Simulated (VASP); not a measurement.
Here is a VASP 6.6.1 calculation.

INCAR

```
ALGO     = Normal         # electronic algorithm
EDIFF    = 1E-7           # SCF threshold, eV
ENCUT    = 520            # plane-wave cutoff, eV
ISIF     = 2              # what is computed and relaxed
ISMEAR   = -1             # smearing method
LASPH    = T              # aspherical terms in the spheres
LCHARG   = F              # write CHGCAR
LREAL    = F              # projectors in reciprocal space
LWAVE    = F              # write WAVECAR
NBANDS   = 14             # bands
NELM     = 80             # most SCF steps
PREC     = Accurate       # precision mode
SIGMA    = 0.1            # smearing width, eV
```

Contents of KPOINTS:

```
k-points
0
Gamma
  17 17 5
```

Contents of POSCAR:

```
Al
1.0
    2.8062517591      0.0000000000      0.0000000000
   -1.4031258796      2.4302853128      0.0000000000
    0.0000000000      0.0000000000      9.3050071382
Al
4
Direct
    1.0000000000      0.0000000000      0.0000000000
    1.0000000000      1.0000000000      0.5000000000
    0.3333333333      0.6666666667      0.2500000000
    0.6666666667      0.3333333333      0.7500000000
```

Potentials or basis: VASP PAW LDA potentials, release 64 (Al).

Command:

```bash
$ cat potpaw_LDA.64/Al/POTCAR > POTCAR
$ mpirun -np 1 vasp_std > vasp.out
```

(1) Predict the pressure.

(2) Predict the band gap on the k mesh.

Answers

(1) 0.1 GPa.

(2) zero (bands 6 and 7 overlap by 5.54 eV).
